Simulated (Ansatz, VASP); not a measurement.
**One calculation of CrO2, two programs**

File INCAR:

```
PREC = Accurate
ENCUT = 700
EDIFF = 1E-6
ISMEAR = -1
SIGMA = 0.05
LREAL = False
LASPH = True
NELM = 200
ALGO = Normal
ISIF = 2
LWAVE = False
LCHARG = True
ISPIN = 2
MAGMOM = 3 0 0
LORBIT = 11
LMAXMIX = 4
GGA = PE
LELF = True
LVHAR = True
NBANDS = 24
GGA_COMPAT = False
```

KPOINTS

```
Automatic mesh
0
Gamma
  10 10 10
```

Contents of POSCAR:

```
CrO2
1.0
    1.4698308257      0.8486072229      4.7252167593
   -1.4698308257      0.8486072229      4.7252167593
    0.0000000000     -1.6972144458      4.7252167593
Cr O
1 2
Direct
    0.5000000000      0.5000000000      0.5000000000
    0.2309180000      0.2309180000      0.2309180000
    0.7690820000      0.7690820000      0.7690820000
```

Contents of input.yaml:

```yaml
crystal:
  lattice:
    - [1.4698308257, 0.8486072229, 4.7252167593]
    - [-1.4698308257, 0.8486072229, 4.7252167593]
    - [0.0, -1.6972144458, 4.7252167593]
  atoms:
    - { symbol: Cr, position: [0.5, 0.5, 0.5], spin: 3.0 }
    - { symbol: O, position: [0.230918, 0.230918, 0.230918] }
    - { symbol: O, position: [0.769082, 0.769082, 0.769082] }
hamiltonian:
  xc: pbe
  pseudopotentials: { kind: paw }
magnetization:
  spin_polarized: true
kpoints:
  mp_grid: { grid: [10, 10, 10] }
scf:
  occupations: { method: fermi_dirac, width: 0.05 }
output:
  forces: true
  stress: true
  eigenvalues: true
```

Alike in both runs: task single point; functional PBE; k mesh 10 × 10 × 10; occupations fermi-dirac, width 0.05 eV; collinear spin.

|  | VASP | Ansatz |
| --- | --- | --- |
| version | VASP 6.6.1 | Ansatz 0.2.0 |
| potentials or method | VASP PAW PBE potentials, release 64 (Cr_sv, O) | Ansatz PAW |
| plane-wave cutoff (eV) | 700 | 420 |
| valence electrons in the cell | 26 | 26 |

```tsv
	VASP	Ansatz	Ansatz less VASP
gap on the k mesh at the Fermi level (eV)	none	none	-
pressure (GPa)	-2.0	-1.5	+0.51
traceless stress, the component that is largest in VASP (GPa)	3.82	3.95	+0.134
rms of the force components (eV/Å)	0.083	0.093	+0.0103
net moment per atom (μB)	0.67	0.67	0.000
size of the moment on the site where the two differ most (μB)	1.96	1.77	-0.192
```

Site moments also hang on the region over which each program counts them. Atom by atom the forces differ by 0.010 eV/Å (rms over components). A gap of «none» marks a metal or a gap that the smearing closes.
